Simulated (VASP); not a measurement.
# ZnS (P4_12_12) in VASP: single point with PBE

Aim: the single point of ZnS with PBE.

Program: VASP 6.6.1. These are calculated values, not measurements. Logs are shortened: lines on timing, memory, paths and dates and some standing lists are left out, and cuts for length are marked.

## Step 1: The cell of the first run

It takes space group P4_12_12 (No. 92, tetragonal). Conventional cell: a = 4.369 Å, b = 4.369 Å, c = 16.979 Å, α = 90.00°, β = 90.00°, γ = 90.00°. Within 3.2 Å of Zn (site symmetry 1) lie 4 S at 2.31 to 2.50 Å and 1 Zn at 3.14 Å. Within 3.1 Å of S (site symmetry 1) lie 4 Zn at 2.31 to 2.50 Å.

The cell was generated, and may not be a known phase.

## Step 2: Single point, PBE

Input file INCAR:

```
SYSTEM = ZnS
PREC = Accurate
ENCUT = 520
EDIFF = 1E-6
ISMEAR = 0
SIGMA = 0.02
LREAL = Auto
LASPH = .True.
NELM = 80
ALGO = Normal
ISIF = 2
LWAVE = .False.
LCHARG = .False.
GGA = PE
NBANDS = 86
```

Input file KPOINTS:

```
Automatic mesh
0
Gamma
  6 6 2
  0 0 0
```

Input file POSCAR:

```
ZnS
1.0
    4.3692625699      0.0000000000      0.0000000000
    0.0000000000      4.3692625699      0.0000000000
    0.0000000000      0.0000000000     16.9787181016
Zn S
8 8
Direct
    0.1584536445      0.4888269063      0.3164530705
    0.5111730937      0.8415463555      0.1835469295
    0.6584536445      0.0111730937      0.4335469295
    0.9888269063      0.3415463555      0.0664530705
    0.3415463555      0.9888269063      0.9335469295
    0.0111730937      0.6584536445      0.5664530705
    0.8415463555      0.5111730937      0.8164530705
    0.4888269063      0.1584536445      0.6835469295
    0.9041675075      0.4947949118      0.4359339574
    0.5052050882      0.0958324925      0.0640660426
    0.4041675075      0.0052050882      0.3140660426
    0.9947949118      0.5958324925      0.1859339574
    0.5958324925      0.9947949118      0.8140660426
    0.0052050882      0.4041675075      0.6859339574
    0.0958324925      0.5052050882      0.9359339574
    0.4947949118      0.9041675075      0.5640660426
```

Potentials or basis: VASP PAW PBE potentials, release 64 (Zn, S).

The run is started by

```console
$ cat potpaw_PBE.64/Zn/POTCAR potpaw_PBE.64/S/POTCAR > POTCAR
$ mpirun -np 1 vasp_std > vasp.out
```

OUTCAR:

```text
SYSTEM = ZnS
   PREC = Accurate
   ENCUT = 520
   EDIFF = 1E-6
   ISMEAR = 0
   LREAL = Auto
   LASPH = .True.
   NELM = 80
   ISIF = 2
   GGA = PE

 ion  position               nearest neighbor table
   1  0.158  0.489  0.316-   9 2.31  11 2.37  12 2.38  11 2.50
   2  0.511  0.842  0.184-  10 2.31  12 2.37  11 2.38  12 2.50
   3  0.658  0.011  0.434-  11 2.31   9 2.37  16 2.38   9 2.50
   4  0.989  0.342  0.066-  12 2.31  10 2.37  15 2.38  10 2.50
   5  0.342  0.989  0.934-  13 2.31  15 2.37  10 2.38  15 2.50
   6  0.011  0.658  0.566-  14 2.31  16 2.37   9 2.38  16 2.50
[... 8 lines left out ...]
  15  0.096  0.505  0.936-   7 2.31   5 2.37   4 2.38   5 2.50
  16  0.495  0.904  0.564-   8 2.31   6 2.37   3 2.38   6 2.50

  LATTYP: Found a simple tetragonal cell.
 ALAT       =     4.3692625699
 C/A-ratio  =     3.8859459302

  Lattice vectors:

 A1 = (   4.3692625699,   0.0000000000,   0.0000000000)
 A2 = (   0.0000000000,   4.3692625699,   0.0000000000)
 A3 = (   0.0000000000,   0.0000000000,  16.9787181016)

Analysis of symmetry for initial positions (statically):
=====================================================================
 Subroutine PRICEL returns:
 Original cell was already a primitive cell.

 Routine SETGRP: Setting up the symmetry group for a
 simple tetragonal supercell.

 Subroutine GETGRP returns: Found  8 space group operations
 (whereof  2 operations were pure point group operations)
 out of a pool of 16 trial point group operations.

The static configuration has the point symmetry C_2 .
 The point group associated with its full space group is D_4 .

Analysis of symmetry for dynamics (positions and initial velocities):
=====================================================================
 Subroutine PRICEL returns:
 Original cell was already a primitive cell.

 Routine SETGRP: Setting up the symmetry group for a
 simple tetragonal supercell.

 Subroutine GETGRP returns: Found  8 space group operations
 (whereof  2 operations were pure point group operations)
 out of a pool of 16 trial point group operations.

The dynamic configuration has the point symmetry C_2 .
 The point group associated with its full space group is D_4 .

 Subroutine INISYM returns: Found  8 space group operations
 (whereof  2 operations are pure point group operations),
 and found     1 'primitive' translations

----------------------------------------------------------------------------------------

                                     Primitive cell

  volume of cell :     324.1315

  direct lattice vectors                    reciprocal lattice vectors
     4.369262570  0.000000000  0.000000000     0.228871574  0.000000000  0.000000000
     0.000000000  4.369262570  0.000000000     0.000000000  0.228871574  0.000000000
     0.000000000  0.000000000 16.978718102     0.000000000  0.000000000  0.058897262

  length of vectors
     4.369262570  4.369262570 16.978718102     0.228871574  0.228871574  0.058897262

  position of ions in fractional coordinates (direct lattice)
     0.158453644  0.488826906  0.316453071
     0.511173094  0.841546356  0.183546929
     0.658453644  0.011173094  0.433546929
     0.988826906  0.341546356  0.066453071
     0.341546356  0.988826906  0.933546929
     0.011173094  0.658453644  0.566453071
[... 8 lines left out ...]
     0.095832493  0.505205088  0.935933957
     0.494794912  0.904167507  0.564066043

  ion indices of the primitive-cell ions
   primitive index   ion index
                 1           1
                 2           2
                 3           3
                 4           4
                 5           5
                 6           6
[... 8 lines left out ...]
                15          15
                16          16

----------------------------------------------------------------------------------------

 KPOINTS: Automatic mesh

Automatic generation of k-mesh.
 Grid dimensions read from file:
 generate k-points for:    6    6    2

 Generating k-lattice:

  Cartesian coordinates                     Fractional coordinates (reciprocal lattice)
     0.038145262  0.000000000  0.000000000     0.166666667  0.000000000  0.000000000
     0.000000000  0.038145262  0.000000000     0.000000000  0.166666667  0.000000000
     0.000000000  0.000000000  0.029448631     0.000000000  0.000000000  0.500000000

  Length of vectors
     0.038145262  0.038145262  0.029448631

  Shift w.r.t. Gamma in fractional coordinates (k-lattice)
     0.000000000  0.000000000  0.000000000

 Subroutine IBZKPT returns following result:
 ===========================================

 Found     20 irreducible k-points:

 Following reciprocal coordinates:
            Coordinates               Weight
  0.000000  0.000000  0.000000      1.000000
  0.166667  0.000000  0.000000      4.000000
  0.333333  0.000000  0.000000      4.000000
  0.500000  0.000000  0.000000      2.000000
  0.166667  0.166667  0.000000      4.000000
  0.333333  0.166667  0.000000      8.000000
[... 12 lines left out ...]
  0.500000  0.333333  0.500000      4.000000
  0.500000  0.500000  0.500000      1.000000
   k-points           NKPTS =     20   k-points in BZ     NKDIM =     20   number of bands    NBANDS=     86
   number of dos      NEDOS =    301   number of ions     NIONS =     16
   total plane-waves  NPLWV = 129024
   dimension x,y,z NGX =    32 NGY =   32 NGZ =  126
   dimension x,y,z NGXF=    64 NGYF=   64 NGZF=  252
   ions per type =               8   8
   NGX,Y,Z   is equivalent  to a cutoff of  12.18, 12.18, 12.34 a.u.
   NGXF,Y,Z  is equivalent  to a cutoff of  24.35, 24.35, 24.67 a.u.
 SYSTEM =  ZnS
   PREC   = accura    normal or accurate (medium, high low for compatibility)
   ISTART =      0    job   : 0-new  1-cont  2-samecut
   ICHARG =      2    charge: 1-file 2-atom 10-const
   ISPIN  =      1    spin polarized calculation?
   LNONCOLLINEAR =      F non collinear calculations
   LSORBIT =      F    spin-orbit coupling
   LASPH  =      T    aspherical Exc in radial PAW
   ENCUT  =  520.0 eV  38.22 Ry    6.18 a.u.   8.12  8.12 31.57*2*pi/ulx,y,z
   NELM   =     80;   NELMIN=  2; NELMDL= -5     # of ELM steps
   EDIFF  = 0.1E-05   stopping-criterion for ELM
   LREAL  =      T    real-space projection
   EDIFFG = 0.1E-04   stopping-criterion for IOM
   NSW    =      0    number of steps for IOM
[... 5 lines left out ...]
   TEBEG  =    0.0;   TEEND  =   0.0 temperature during run
   PSTRESS=    0.0 pullay stress
   NELECT =     144.0000    total number of electrons
   NUPDOWN=      -1.0000    fix difference up-down
   EMIN   =  10.00;   EMAX   =-10.00  energy-range for DOS
   EFERMI =   0.00;   METHOD = LEGACY
   ISMEAR =     0;   SIGMA  =   0.02  broadening in eV -4-tet -1-fermi 0-gaus
   EFERMI_NEDOS =   21; number of points for ismear=-14 and -15
   IALGO  =     38    algorithm
   IMIX   =      4    mixing-type and parameters
     AMIX     =   0.40;   BMIX     =  1.00
     AMIX_MAG =   1.60;   BMIX_MAG =  1.00
  volume/ion in A,a.u.               =      20.26       136.71
  Fermi-wavevector in a.u.,A,eV,Ry     =   1.249171  2.360591 21.230918  1.560428
  Thomas-Fermi vector in A             =   2.383224
   LORBIT       =      0    0 simple, 1 ext, 2 COOP (PROOUT), +10 PAW based schemes
   GGA     = PE    functional components
   LHFCALC =     F    Hartree Fock is set to
   AEXX    =    0.0000 exact exchange contribution
   IVDW    =     0    specifies the selected vdW correction
   LEPSILON=     F    determine dielectric tensor
   LRPA    =     F    only Hartree local field effects (RPA)
 non-spin polarized calculation
 Gauss-broadening in eV      SIGMA  =   0.02
  energy-cutoff  :      520.00
  volume of cell :      324.13
 maximum number of plane-waves:      8784
   NGX = 17   NGY = 17   NGZ = 63

 number of electron     143.9999986 magnetization

 Free energy of the ion-electron system (eV)
  ---------------------------------------------------
  ext. energy  EPLUGINS =         0.00000000
  ---------------------------------------------------
  free energy    TOTEN  =       -51.43007635 eV

  energy without entropy =      -51.43007635  energy(sigma->0) =      -51.43007635

 E-fermi :   2.0643     XC(G=0):  -9.5541

 val. band max:        1.9574334135   @ k =   0.1667   0.1667   0.0000
 cond. band min:       3.4699602724   @ k =   0.0000   0.0000   0.0000
 fundamental gap:      1.5125268589
 Fermi energy:         2.0643356943

 k-point     1 :       0.0000    0.0000    0.0000
  band No.  band energies     occupation
      1     -11.0933      2.00000
      2     -10.8183      2.00000
      3     -10.8183      2.00000
      4     -10.1913      2.00000
      5     -10.1797      2.00000
      6      -9.6950      2.00000
[... 76 lines left out ...]
     83       6.6632      0.00000
     84       6.9339      0.00000

 k-point     2 :       0.1667    0.0000    0.0000
  band No.  band energies     occupation
      1     -10.9915      2.00000
      2     -10.7362      2.00000
      3     -10.7260      2.00000
      4     -10.1674      2.00000
      5     -10.1324      2.00000
      6      -9.7428      2.00000
[... 1555 lines left out ...]
     83       7.7493      0.00000
     84       7.7493      0.00000

 k-point    20 :       0.5000    0.5000    0.5000
  band No.  band energies     occupation
      1     -10.1236      2.00000
      2     -10.1236      2.00000
      3     -10.1236      2.00000
      4     -10.1236      2.00000
      5      -9.9023      2.00000
      6      -9.9023      2.00000
[... 76 lines left out ...]
     83       7.8533      0.00000
     84       7.8533      0.00000
 [bands above 84 left out]

------------------------ aborting loop because EDIFF is reached ----------------------------------------

  FORCE on cell =-STRESS in cart. coord.  units (eV):
  Direction    XX          YY          ZZ          XY          YZ          ZX
  --------------------------------------------------------------------------------------
  -------------------------------------------------------------------------------------
  Total        0.2299883      0.2299883      0.4187539     -0.0000000      0.0000000      0.0000000
  in kB        1.1368289      1.1368289      2.0698949     -0.0000000      0.0000000      0.0000000
  external PRESSURE =       1.4478509 kB  Pullay stress =       0.0000000 kB

 VOLUME and BASIS-vectors are now :
 -----------------------------------------------------------------------------
  energy-cutoff  :      520.00
  volume of cell :      324.13
      direct lattice vectors                 reciprocal lattice vectors
     4.369262570  0.000000000  0.000000000     0.228871574  0.000000000  0.000000000
     0.000000000  4.369262570  0.000000000     0.000000000  0.228871574  0.000000000
     0.000000000  0.000000000 16.978718102     0.000000000  0.000000000  0.058897262

 POSITION                                       TOTAL-FORCE (eV/Angst)
 -----------------------------------------------------------------------------------
      0.69233      2.13581      5.37297         0.001255      0.003309     -0.000859
      2.23345      3.67694      3.11639        -0.003309     -0.001255      0.000859
      2.87696      0.04882      7.36107         0.001255     -0.003309      0.000859
      4.32044      1.49231      1.12829         0.003309     -0.001255     -0.000859
      1.49231      4.32044     15.85043        -0.001255      0.003309      0.000859
      0.04882      2.87696      9.61765        -0.003309      0.001255     -0.000859
[... 8 lines left out ...]
      0.41872      2.20737     15.89096        -0.002083     -0.003907      0.004001
      2.16189      3.95055      9.57712         0.003907      0.002083     -0.004001
 -----------------------------------------------------------------------------------
    total drift:                               -0.000000      0.000000      0.000000

  FREE ENERGIE OF THE ION-ELECTRON SYSTEM (eV)
  ---------------------------------------------------
  free  energy   TOTEN  =       -51.4300763522 eV

  energy  without entropy=      -51.4300763522  energy(sigma->0) =      -51.43007635
```

Run time: 14 min. Hardware: 1 thread of Intel Xeon Platinum 8259CL at 2.50GHz (Skylake/Cascade Lake), shared host; peak memory 0.54 GiB.

What came out:

```
Free energy            : -51.4301 eV
Pressure               : 0.1 GPa
Largest force          : 0.006 eV/Å
Band gap on the k mesh : 1.51 eV (least direct gap 1.54 eV)
```

Forces in eV/Å, atoms in the order of the input:
```
Zn   0.001  0.003 -0.001
Zn  -0.003 -0.001  0.001
Zn   0.001 -0.003  0.001
Zn   0.003 -0.001 -0.001
Zn  -0.001  0.003  0.001
Zn  -0.003  0.001 -0.001
Zn  -0.001 -0.003 -0.001
Zn   0.003  0.001  0.001
S    0.002  0.004  0.004
S   -0.004 -0.002 -0.004
S    0.002 -0.004 -0.004
S    0.004 -0.002  0.004
S   -0.002  0.004 -0.004
S   -0.004  0.002  0.004
S   -0.002 -0.004  0.004
S    0.004  0.002 -0.004
```

A k mesh can miss the band edges.
